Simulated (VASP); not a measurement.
# K2S (Fm-3m) in VASP: settings compared, part 2 of 2

VASP 6.6.1.

### Step 3. Single point, r2SCAN

This run uses another cell than the first one, of 33.84 Å³/atom.

POSCAR

```
K2S
1.0
    0.0000000000      3.7027051400      3.7027051400
    3.7027051400      0.0000000000      3.7027051400
    3.7027051400      3.7027051400      0.0000000000
K S
2 1
Direct
    0.7500000000      0.7500000000      0.7500000000
    0.2500000000      0.2500000000      0.2500000000
    0.0000000000      0.0000000000      0.0000000000
```

INCAR.step1

```
SYSTEM = K2S
ALGO = Normal ; EDIFF = 1E-5
ENCUT = 550 ; GGA = PE
GGA_COMPAT = .False. ; ISMEAR = -1
LASPH = .True. ; LCHARG = .False.
LREAL = .False. ; LWAVE = .True.
NBANDS = 19 ; NELM = 120
PREC = Accurate ; SIGMA = 0.02
```

INCAR.step2

```
SYSTEM = K2S
ALGO = Normal ; EDIFF = 1E-6
ENCUT = 550 ; GGA_COMPAT = .False.
ISIF = 2 ; ISMEAR = -1
ISTART = 1 ; LASPH = .True.
LCHARG = .True. ; LELF = .True.
LMIXTAU = .True. ; LREAL = .False.
LVHAR = .True. ; LWAVE = .False.
METAGGA = R2SCAN ; NBANDS = 19
NELM = 120 ; PREC = Accurate
SIGMA = 0.02
```

KPOINTS

```
k-points
0
Gamma
  6 6 6
  0 0 0
```

Potentials or basis: VASP PAW PBE potentials, release 64 (K_sv, S).

Started as:

```
$ cat potpaw_PBE.64/K_sv/POTCAR potpaw_PBE.64/S/POTCAR > POTCAR
$ cp INCAR.step1 INCAR
$ mpirun -np 1 vasp_std > vasp.out
$ cp INCAR.step2 INCAR
$ mpirun -np 1 vasp_std > vasp.out
```

OUTCAR:

```text
SYSTEM = K2S
   EDIFF = 1E-6
   ENCUT = 550
   ISIF = 2
   ISMEAR = -1
   ISTART = 1
   LASPH = .True.
   LREAL = .False.
   METAGGA = R2SCAN
   NELM = 120
   PREC = Accurate

 ion  position               nearest neighbor table
   1  0.750  0.750  0.750-   3 3.21   3 3.21   3 3.21   3 3.21   2 3.70   2 3.70   2 3.70   2 3.70
                             2 3.70   2 3.70
   2  0.250  0.250  0.250-   3 3.21   3 3.21   3 3.21   3 3.21   1 3.70   1 3.70   1 3.70   1 3.70
                             1 3.70   1 3.70
   3  0.000  0.000  0.000-   1 3.21   2 3.21   1 3.21   1 3.21   1 3.21   2 3.21   2 3.21   2 3.21

  LATTYP: Found a face centered cubic cell.
 ALAT       =     7.4054102800

  Lattice vectors:

 A1 = (   0.0000000000,   3.7027051400,   3.7027051400)
 A2 = (   3.7027051400,   0.0000000000,   3.7027051400)
 A3 = (   3.7027051400,   3.7027051400,   0.0000000000)

Analysis of symmetry for initial positions (statically):
=====================================================================
 Subroutine PRICEL returns:
 Original cell was already a primitive cell.

 Routine SETGRP: Setting up the symmetry group for a
 face centered cubic supercell.

 Subroutine GETGRP returns: Found 48 space group operations
 (whereof 48 operations were pure point group operations)
[... 159 lines left out ...]
 cond. band min:       2.1500178376   @ k =   0.0000   0.0000   0.0000
 fundamental gap:      2.7595960364
 Fermi energy:        -0.1212022371

 k-point     1 :       0.0000    0.0000    0.0000
  band No.  band energies     occupation
      1     -31.0670      2.00000
      2     -30.9870      2.00000
      3     -13.8861      2.00000
      4     -13.8861      2.00000
      5     -13.8861      2.00000
      6     -13.6551      2.00000
[... 329 lines left out ...]
      6     -13.7034      2.00000
[... 11 lines left out ...]
     18       7.4863      0.00000
     19       7.9084      0.00000

------------------------ aborting loop because EDIFF is reached ----------------------------------------

  FORCE on cell =-STRESS in cart. coord.  units (eV):
  Direction    XX          YY          ZZ          XY          YZ          ZX
  --------------------------------------------------------------------------------------
  -------------------------------------------------------------------------------------
  Total        0.0125891      0.0125891      0.0125891      0.0000000      0.0000000     -0.0000000
  in kB        0.1986634      0.1986634      0.1986634      0.0000000      0.0000000     -0.0000000
  external PRESSURE =       0.1986634 kB  Pullay stress =       0.0000000 kB

 VOLUME and BASIS-vectors are now :
 -----------------------------------------------------------------------------
  energy-cutoff  :      550.00
  volume of cell :      101.53
      direct lattice vectors                 reciprocal lattice vectors
     0.000000000  3.702705140  3.702705140    -0.135036407  0.135036407  0.135036407
     3.702705140  0.000000000  3.702705140     0.135036407 -0.135036407  0.135036407
     3.702705140  3.702705140  0.000000000     0.135036407  0.135036407 -0.135036407

 POSITION                                       TOTAL-FORCE (eV/Angst)
 -----------------------------------------------------------------------------------
      5.55406      5.55406      5.55406        -0.000000     -0.000000     -0.000000
      1.85135      1.85135      1.85135         0.000000      0.000000      0.000000
      0.00000      0.00000      0.00000         0.000000      0.000000      0.000000
 -----------------------------------------------------------------------------------
    total drift:                               -0.000000     -0.000000      0.000000

  FREE ENERGIE OF THE ION-ELECTRON SYSTEM (eV)
  ---------------------------------------------------
  free  energy   TOTEN  =       -23.8136385617 eV

  energy  without entropy=      -23.8136385617  energy(sigma->0) =      -23.81363856
```

Run time: 3.4 min. Hardware: 1 thread of Intel Xeon 8259CL, shared host; peak memory 0.26 GiB.

What came out:

```
Free energy            : -23.8136 eV
Pressure               : 0.0 GPa
Band gap on the k mesh : 2.76 eV (least direct gap 2.95 eV)
```

Levels at points of the mesh, in eV from the valence-band top:
```
           k point  band 9  band 10  band 11  band 12  band 13  band 14  band 15  band 16
(0.00, 0.00, 0.00)  -10.04    -0.19    -0.19    -0.19     2.76     5.95     5.95     8.00
(0.50, 0.00, 0.00)   -9.84    -0.60    -0.06    -0.06     4.95     5.61     6.26     6.26
(0.50, 0.50, 0.00)   -9.79    -0.71     0.00     0.00     3.71     5.90     7.19     7.20
```

Caveat: the PAW data sets were made with another functional, which shifts forces and pressure a little. A k mesh can miss the band edges.

### Step 4. Single point, r2SCAN

This run uses another cell than the first one, of 33.84 Å³/atom.

POSCAR is that of step 3.

INCAR.step1

```
ALGO = Normal
EDIFF = 1E-5
ENCUT = 550
GGA = PE
GGA_COMPAT = False
ISMEAR = 0
LASPH = True
LCHARG = False
LREAL = False
LWAVE = True
NBANDS = 19
NELM = 120
PREC = Accurate
SIGMA = 0.01
```

INCAR.step2

```
ALGO = Normal
EDIFF = 1E-6
ENCUT = 550
GGA_COMPAT = False
ISIF = 2
ISMEAR = 0
ISTART = 1
LASPH = True
LCHARG = False
LMIXTAU = True
LREAL = False
LWAVE = False
METAGGA = R2SCAN
NBANDS = 19
NELM = 120
PREC = Accurate
SIGMA = 0.01
```

KPOINTS

```
k-points
0
Gamma
  6 6 6
```

Potentials or basis: VASP PAW PBE potentials, release 64 (K_sv, S).

Started as:

```
$ cat potpaw_PBE.64/K_sv/POTCAR potpaw_PBE.64/S/POTCAR > POTCAR
$ cp INCAR.step1 INCAR
$ mpirun -np 1 vasp_std > vasp.out
$ cp INCAR.step2 INCAR
$ mpirun -np 1 vasp_std > vasp.out
```

OUTCAR:

```text
EDIFF = 1E-6
   ENCUT = 550
   ISIF = 2
   ISMEAR = 0
   ISTART = 1
   LASPH = True
   LREAL = False
   METAGGA = R2SCAN
   NELM = 120
   PREC = Accurate

 ion  position               nearest neighbor table
   1  0.750  0.750  0.750-   3 3.21   3 3.21   3 3.21   3 3.21   2 3.70   2 3.70   2 3.70   2 3.70
                             2 3.70   2 3.70
   2  0.250  0.250  0.250-   3 3.21   3 3.21   3 3.21   3 3.21   1 3.70   1 3.70   1 3.70   1 3.70
                             1 3.70   1 3.70
[... 540 lines left out ...]
  Direction    XX          YY          ZZ          XY          YZ          ZX
  --------------------------------------------------------------------------------------
  -------------------------------------------------------------------------------------
  Total        0.0125891      0.0125891      0.0125891      0.0000000      0.0000000     -0.0000000
  in kB        0.1986633      0.1986633      0.1986633      0.0000000      0.0000000     -0.0000000
  external PRESSURE =       0.1986633 kB  Pullay stress =       0.0000000 kB

 VOLUME and BASIS-vectors are now :
 -----------------------------------------------------------------------------
  energy-cutoff  :      550.00
  volume of cell :      101.53
      direct lattice vectors                 reciprocal lattice vectors
     0.000000000  3.702705140  3.702705140    -0.135036407  0.135036407  0.135036407
     3.702705140  0.000000000  3.702705140     0.135036407 -0.135036407  0.135036407
     3.702705140  3.702705140  0.000000000     0.135036407  0.135036407 -0.135036407

 POSITION                                       TOTAL-FORCE (eV/Angst)
 -----------------------------------------------------------------------------------
      5.55406      5.55406      5.55406         0.000000     -0.000000     -0.000000
      1.85135      1.85135      1.85135        -0.000000      0.000000      0.000000
      0.00000      0.00000      0.00000         0.000000     -0.000000     -0.000000
 -----------------------------------------------------------------------------------
    total drift:                               -0.000000     -0.000000      0.000000

  FREE ENERGIE OF THE ION-ELECTRON SYSTEM (eV)
  ---------------------------------------------------
  free  energy   TOTEN  =       -23.8136385615 eV

  energy  without entropy=      -23.8136385615  energy(sigma->0) =      -23.81363856
```

OSZICAR.step1:

```text
N       E                     dE             d eps       ncg     rms          rms(c)
DAV:   1     0.161790172081E+03    0.16179E+03   -0.11104E+04   608   0.113E+03
DAV:   2     0.319888679895E+01   -0.15859E+03   -0.15401E+03   653   0.312E+02
DAV:   3    -0.104720706434E+02   -0.13671E+02   -0.13612E+02  1031   0.706E+01
DAV:   4    -0.108465370353E+02   -0.37447E+00   -0.37422E+00   901   0.111E+01
DAV:   5    -0.108605573699E+02   -0.14020E-01   -0.14020E-01   954   0.141E+00    0.526E+00
DAV:   6    -0.948160783413E+01    0.13789E+01   -0.36876E+00   831   0.735E+00    0.476E+00
DAV:   7    -0.939893503608E+01    0.82673E-01   -0.98617E-01   808   0.319E+00    0.351E+00
DAV:   8    -0.942927609315E+01   -0.30341E-01   -0.29442E-01   680   0.207E+00    0.112E+00
DAV:   9    -0.941100469441E+01    0.18271E-01   -0.10103E-01   692   0.914E-01    0.569E-01
DAV:  10    -0.941723649447E+01   -0.62318E-02   -0.11983E-02   686   0.412E-01    0.169E-01
DAV:  11    -0.941656870847E+01    0.66779E-03   -0.62420E-03   714   0.244E-01    0.114E-01
DAV:  12    -0.941685288593E+01   -0.28418E-03   -0.21497E-03   688   0.135E-01    0.120E-01
DAV:  13    -0.941685471825E+01   -0.18323E-05   -0.85020E-04   694   0.924E-02    0.208E-02
DAV:  14    -0.941685717597E+01   -0.24577E-05   -0.31615E-05   623   0.260E-02
   1 F= -.94168572E+01 E0= -.94168572E+01  d E =-.131436E-56
```

Run time: 2.8 min. Hardware: 1 thread of Intel Xeon 8259CL, shared host; peak memory 0.27 GiB.

Results:

```
Free energy            : -23.8136 eV
Pressure               : 0.0 GPa
Band gap on the k mesh : 2.76 eV (least direct gap 2.95 eV)
```

Caveat: the PAW data sets were made with another functional, which shifts forces and pressure a little.

### Step 5. Relaxation of cell and atoms, PBE

This run uses another cell than the first one, of 33.96 Å³/atom.

INCAR

```
SYSTEM = K2S
ALGO = Normal
EDIFF = 1E-7
EDIFFG = -0.005
ENCUT = 500
GGA = PE
GGA_COMPAT = .FALSE.
IBRION = 2
ISIF = 3
ISMEAR = -1
LASPH = .TRUE.
LCHARG = .FALSE.
LREAL = .FALSE.
LWAVE = .FALSE.
NELM = 120
NELMIN = 4
NSW = 80
PREC = Accurate
SIGMA = 0.02
```

KPOINTS

```
k-points
0
G
  6 6 6
  0 0 0
```

POSCAR

```
K2S
1.0
    0.0000000000      3.7069394613      3.7069394613
    3.7069394613      0.0000000000      3.7069394613
    3.7069394613      3.7069394613      0.0000000000
K S
2 1
Direct
    0.7500000000      0.7500000000      0.7500000000
    0.2500000000      0.2500000000      0.2500000000
    0.0000000000      0.0000000000      0.0000000000
```

Started as:

```
$ cat potpaw_PBE.64/K_sv/POTCAR potpaw_PBE.64/S/POTCAR > POTCAR
$ mpirun -np 1 vasp_std > vasp.out
```

Run time: 2.1 min. Hardware: 1 thread of Intel Xeon 8259CL, shared host; peak memory 0.25 GiB.

The run converged. Its results:

| Quantity | Value |
| --- | --- |
| Free energy | -9.4204 eV |
| Relaxed volume | 34.70 Å³/atom |
| Relaxed cell | a = 5.280 Å, b = 5.280 Å, c = 5.280 Å, α = 60.00°, β = 60.00°, γ = 60.00° |
| Space group after relaxing (to 0.1 Å) | Fm-3m (No. 225) |
| Energy gained by relaxing | 0.9 meV/atom |
| Ionic steps | 3 |
| Pressure after relaxing | 0.0 GPa |
| Band gap on the k mesh | 2.32 eV (least direct gap 2.49 eV) |

Step by step:
| step | energy change (eV) | largest force (eV/Å) | pressure (GPa) | volume (Å³) |
| --- | --- | --- | --- | --- |
| 1 | 0.0000 | 0.0000 | 0.41 | 101.88 |
| 2 | -0.0023 | 0.0000 | 0.16 | 103.17 |
| 3 | -0.0027 | 0.0000 | -0.01 | 104.11 |

Final structure:
```xyz
3
Lattice="0.0000 3.7339 3.7339 3.7339 0.0000 3.7339 3.7339 3.7339 0.0000" Properties=species:S:1:pos:R:3 pbc="T T T"
K     5.6008    5.6008    5.6008
K     1.8669    1.8669    1.8669
S     0.0000    0.0000    0.0000
```

Levels at points of the mesh, in eV from the valence-band top:
```tsv
k point	band 10	band 11	band 12	band 13	band 14	band 15
(0.00, 0.00, 0.00)	-0.17	-0.17	-0.17	2.32	5.46	5.46
(0.50, 0.00, 0.00)	-0.60	-0.06	-0.06	4.67	4.90	5.78
(0.50, 0.50, 0.00)	-0.72	0.00	0.00	3.50	5.24	6.46
```

A k mesh can miss the band edges.

### Step 6. Summary

```tsv
task	level	cell	cutoff (eV)	smearing	gap on the mesh (eV)	pressure (GPa)
single point	PBE	a = 5.276 Å, angles 60.0°, 3 atoms	500	fermi-dirac 0.02 eV	2.32	0.0
single point	r2SCAN	a = 5.236 Å, angles 60.0°, 3 atoms	550	fermi-dirac 0.02 eV	2.76	0.0
single point	r2SCAN	a = 5.236 Å, angles 60.0°, 3 atoms	550	gaussian 0.01 eV	2.76	0.0
relaxation of cell and atoms	PBE	relaxed from a = 5.242 Å, angles 60.0°, 3 atoms	500	fermi-dirac 0.02 eV	2.32	0.0
```

Alike in all rows: potentials or basis VASP PAW PBE potentials, release 64 (K_sv, S); no spin polarisation; k mesh 6 × 6 × 6.

Caveats: the PAW data sets were made with another functional, which shifts forces and pressure a little (at least some runs).

Total energies depend on the potentials used, so only differences within one code and one set of settings carry meaning.
